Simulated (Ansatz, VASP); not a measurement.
One calculation of HfC, two programs

```
CELL_PARAMETERS angstrom
3.34287 0.00000 0.00000
-1.67143 2.89501 0.00000
0.00000 0.00000 5.20271
ATOMIC_POSITIONS crystal
Hf 0.33333 0.66667 0.25000
Hf 0.66667 0.33333 0.75000
C 0.00000 0.00000 0.50000
C 0.00000 0.00000 0.00000
```

Alike in both runs: functional r2SCAN; k mesh 9 × 9 × 5; occupations fermi-dirac, width 0.05 eV; no spin polarisation; Hubbard terms Hf d U = 5.0 eV.

```csv
,VASP,Ansatz
version,VASP 6.6.1,Ansatz 0.2.0
potentials or method,"VASP PAW PBE potentials, release 64 (Hf_pv, C)",Ansatz PAW
plane-wave cutoff (eV),520,500
valence electrons in the cell,28,60
task,single point,band structure
```

```csv
,VASP,Ansatz,Ansatz less VASP
gap on the k mesh at the Fermi level (eV),none,none,-
pressure (GPa),14.5,5.0,-9.48
"traceless stress, the component that is largest in VASP (GPa)",6.80,8.97,+2.166
```

VASP's potentials were made for PBE, not for r2SCAN. The programs project onto different local orbitals, so the same U acts differently, and such runs can settle in different states. A gap of «none» marks a metal or a gap that the smearing closes. VASP's potentials hold 28 valence electrons a cell and Ansatz's 60, so a difference there can come from the potentials and not from the codes.

Neither program's run includes spin-orbit coupling.
